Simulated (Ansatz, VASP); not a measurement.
# Two plane-wave programs on Ir

```
Ir
1.0
     0.00000    1.91552    1.91552
     1.91552    0.00000    1.91552
     1.91552    1.91552    0.00000
Ir
1
Direct
  0.00000 0.00000 0.00000
```

Alike in both runs: functional PBEsol; k mesh 14 × 14 × 14; occupations fermi-dirac, width 0.05 eV; collinear spin.

Ansatz relaxed the structure, and its values are those at the end. VASP's run is a single point on that final structure, the one shown.

|  | VASP | Ansatz |
| --- | --- | --- |
| version | VASP 6.6.1 | Ansatz 0.2.0 |
| potentials or method | VASP PAW PBE potentials, release 64 (Ir_sv_GW), cutoff 560 eV | plane waves (420 eV) with PAW, scalar-relativistic |
| valence electrons in the cell | 17 | 17 |

```tsv
	VASP	Ansatz	Ansatz less VASP
pressure (GPa)	-1.9	0.0	+1.92
net moment per atom (μB)	0.00	0.00	0.000
```

VASP's potentials were made for PBE, not for PBEsol, and Ansatz warns of the same on its side. The functional is the same, so the differences come from potentials, cutoffs and numerics. Ansatz's warnings: seeded moment not kept.

Neither program's run includes spin-orbit coupling.
